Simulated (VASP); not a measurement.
Set up this calculation in VASP 6.6.1, as the native input.

* Task: single point
* Functional: PBEsol
* Potentials or basis: VASP PAW PBE potentials, release 64 (Hf_pv, O)
* Cutoff: 600 eV
* k mesh: 8 × 8 × 8
* Occupations: gaussian, width 0.02 eV
* Spin: no spin polarisation
* Dipole correction: no
* Further INCAR settings: ALGO = Normal; EDIFF = 1e-06; NBANDS = 18

The structure of HfO2 (e600) lies in POSCAR:

```
HfO2
1.0
    0.0000000000      2.5222551871      2.5222551871
    2.5222551871      0.0000000000      2.5222551871
    2.5222551871      2.5222551871      0.0000000000
Hf O
1 2
Direct
    0.0000000000      0.0000000000      0.0000000000
    0.7500000000      0.7500000000      0.7500000000
    0.2500000000      0.2500000000      0.2500000000
```

The input as run:

INCAR

```
SYSTEM = HfO2
PREC = Accurate ; ENCUT = 600
EDIFF = 1E-6 ; ISMEAR = 0
SIGMA = 0.02 ; LREAL = .FALSE.
LASPH = .TRUE. ; NELM = 120
ALGO = Normal ; ISIF = 2
LWAVE = .FALSE. ; LCHARG = .FALSE.
GGA = PS ; NBANDS = 18
GGA_COMPAT = .FALSE.
```

KPOINTS

```
regular mesh
0
G
  8 8 8
  0 0 0
```

Potentials or basis: VASP PAW PBE potentials, release 64 (Hf_pv, O).

The run is started by

```sh
$ cat potpaw_PBE.64/Hf_pv/POTCAR potpaw_PBE.64/O/POTCAR > POTCAR
$ mpirun -np 1 vasp_std > vasp.out
```

Results of the run:

* Pressure: -4.0 GPa
* Band gap on the k mesh: 3.71 eV, direct

Caveat: the PAW data sets were made with another functional, which shifts forces and pressure a little; spin-orbit coupling is left out, which moves the levels of the heavy elements.

It took 16 s on 1 thread of Intel Xeon 6975P-C, with other jobs on the host, peak memory 0.17 GiB.
